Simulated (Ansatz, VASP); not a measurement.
# C in VASP and in Ansatz

File POSCAR:

```
C
1.0
    0.0000000000     -1.7801161419     -1.7801161419
   -1.7801161419      0.0000000000     -1.7801161419
    1.7801161419      1.7801161419     -3.5602322838
C
4
Direct
    0.7265331361      0.7839642089      0.7451349960
    0.2734668639      0.2160357911      0.2548650040
    0.3482896497      0.4057207225      0.8798649836
    0.9017103503      0.8442792775      0.3701350164
```

The input INCAR.step1:

```
ALGO = Normal
EDIFF = 1E-4
ENCUT = 520
GGA = PE
ISMEAR = 0
LASPH = True
LCHARG = False
LREAL = False
LWAVE = True
NBANDS = 16
NELM = 80
PREC = Accurate
SIGMA = 0.05
```

INCAR.step2

```
ALGO = Normal
EDIFF = 1E-6
ENCUT = 520
ISIF = 2
ISMEAR = 0
ISTART = 1
LASPH = True
LCHARG = False
LMIXTAU = True
LREAL = False
LWAVE = False
METAGGA = R2SCAN
NBANDS = 16
NELM = 80
PREC = Accurate
SIGMA = 0.05
```

File KPOINTS:

```
k-points
0
Gamma
  12 12 10
```

Input for Ansatz:

```yaml
crystal:
  lattice:
    - [0.0, -1.7801161419, -1.7801161419]
    - [-1.7801161419, 0.0, -1.7801161419]
    - [1.7801161419, 1.7801161419, -3.5602322838]
  atoms:
    - { symbol: C, position: [0.7265331361, 0.7839642089, 0.745134996] }
    - { symbol: C, position: [0.2734668639, 0.2160357911, 0.254865004] }
    - { symbol: C, position: [0.3482896497, 0.4057207225, 0.8798649836] }
    - { symbol: C, position: [0.9017103503, 0.8442792775, 0.3701350164] }
basis:
  ecutwfc: 520.0
kpoints:
  mp_grid: { grid: [12, 12, 10] }
hamiltonian:
  xc: r2scan
scf:
  occupations: { method: gaussian, width: 0.05 }
output:
  forces: true
  stress: true
  eigenvalues: true
```

Change from the starting cell: mode 4 frozen in at -0.074 Å and mode 9 at -0.020 Å (largest displacements).

Alike in both runs: task single point; functional r2SCAN; k mesh 12 × 12 × 10; occupations gaussian, width 0.05 eV; no spin polarisation.

```csv
,VASP,Ansatz
version,VASP 6.6.1,Ansatz 0.2.0
potentials or method,"VASP PAW PBE potentials, release 64 (C), cutoff 520 eV","scalar-relativistic, plane waves, PAW"
valence electrons in the cell,16,16
```

VASP gave:

```
gap on the k mesh at the Fermi level (eV)                     : 4.21
least direct gap on the mesh (eV)                             : 5.71
pressure (GPa)                                                : 1.2
traceless stress, the component that is largest in VASP (GPa) : 1.22
rms of the force components (eV/Å)                            : 1.019
```

Q: Estimate Ansatz's values.

A: gap on the k mesh at the Fermi level (eV): 4.23; least direct gap on the mesh (eV): 5.76; pressure (GPa): 0.0; traceless stress, the component that is largest in VASP (GPa): 1.23; rms of the force components (eV/Å): 1.022.

VASP's potentials were made for PBE, not for r2SCAN. Atom by atom the forces differ by 0.004 eV/Å (rms over components).
